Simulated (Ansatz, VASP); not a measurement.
# One calculation of Cu, two programs

Contents of INCAR:

```
  PREC = Accurate
  ENCUT = 520
  EDIFF = 1E-6
  ISMEAR = 0
  SIGMA = 0.15
  LREAL = F
  LASPH = T
  NELM = 60
  ALGO = Fast
  ISIF = 2
  LWAVE = F
  LCHARG = F
  GGA = PE
  NBANDS = 12
```

File KPOINTS:

```
Automatic mesh
0
Gamma
  20 20 20
```

File POSCAR:

```
Cu
1.0
   -0.0423640506      2.0864521729      1.8143062373
    1.5421603017     -0.0423640506      1.8143062373
    1.4997962511      2.0440881223      0.0000000000
Cu
1
Direct
    0.0000000000      0.0000000000      0.0000000000
```

Input for Ansatz:

```yaml
crystal:
  lattice:
    - [-0.0423640506, 2.0864521729, 1.8143062373]
    - [1.5421603017, -0.0423640506, 1.8143062373]
    - [1.4997962511, 2.0440881223, 0.0]
  atoms:
    - { symbol: Cu, position: [0.0, 0.0, 0.0] }
basis:
  ecutwfc: 520.0
kpoints:
  mp_grid: { grid: [20, 20, 20] }
hamiltonian:
  xc: pbe
  pseudopotentials: { kind: paw, azcp: { folder: soft_1 } }
scf:
  occupations: { method: gaussian, width: 0.15 }
output:
  forces: true
  stress: true
  eigenvalues: true
```

Change from the starting cell: engineering shear strain xy -0.0467, strain +e along x and -e along y -0.1500.

Alike in both runs: task single point; functional PBE; k mesh 20 × 20 × 20; occupations gaussian, width 0.15 eV; no spin polarisation.

|  | VASP | Ansatz |
| --- | --- | --- |
| version | VASP 6.6.1 | Ansatz 0.2.0 |
| potentials or method | VASP PAW PBE potentials, release 64 (Cu), cutoff 520 eV | scalar-relativistic, plane waves, PAW |
| valence electrons in the cell | 11 | 19 |

|  | VASP | Ansatz | Ansatz less VASP |
| --- | --- | --- | --- |
| gap on the k mesh at the Fermi level (eV) | none | none | - |
| pressure (GPa) | 7.3 | 6.5 | -0.78 |
| traceless stress, the component that is largest in VASP (GPa) | -13.21 | -13.31 | -0.095 |

A gap of «none» marks a metal or a gap that the smearing closes. VASP's potentials hold 11 valence electrons a cell and Ansatz's 19, so a difference there can come from the potentials and not from the codes.
